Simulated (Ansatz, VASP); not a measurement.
Hf2ZrC3: VASP beside Ansatz

```xyz
6
Lattice="-1.6514 1.6514 7.0080 1.6514 -1.6514 7.0080 1.6514 1.6514 -7.0080" Properties=species:S:1:pos:R:3 pbc="T T T"
Zr    0.0000    0.0000    0.0000
Hf    0.0000    0.0000    9.3484
Hf    0.0000    0.0000    4.6675
C     0.0000    0.0000   11.6663
C     0.0000    0.0000    2.3497
C     0.0000    0.0000    7.0080
```

Alike in both runs: task single point; functional PBE; k mesh 8 × 8 × 8; occupations gaussian, width 0.1 eV; collinear spin.

|  | VASP | Ansatz |
| --- | --- | --- |
| version | VASP 6.6.1 | Ansatz 0.2.0 |
| potentials or method | VASP PAW PBE potentials, release 64 (Zr_sv, Hf_pv, C), cutoff 520 eV | scalar-relativistic, plane waves, PAW |
| valence electrons in the cell | 44 | 76 |

```tsv
	VASP	Ansatz	Ansatz less VASP
gap on the k mesh at the Fermi level (eV)	none	none	-
pressure (GPa)	-0.5	-0.1	+0.35
traceless stress, the component that is largest in VASP (GPa)	-0.29	-0.30	-0.016
rms of the force components (eV/Å)	0.012	0.009	-0.0037
net moment per atom (μB)	0.00	0.00	0.000
```

Atom by atom the forces differ by 0.011 eV/Å (rms over components). A gap of «none» marks a metal or a gap that the smearing closes. The functional is the same, so the differences come from potentials, cutoffs and numerics. VASP's potentials hold 44 valence electrons a cell and Ansatz's 76, so a difference there can come from the potentials and not from the codes. Ansatz's warnings: seeded moment not kept.

Spin-orbit coupling is off throughout.
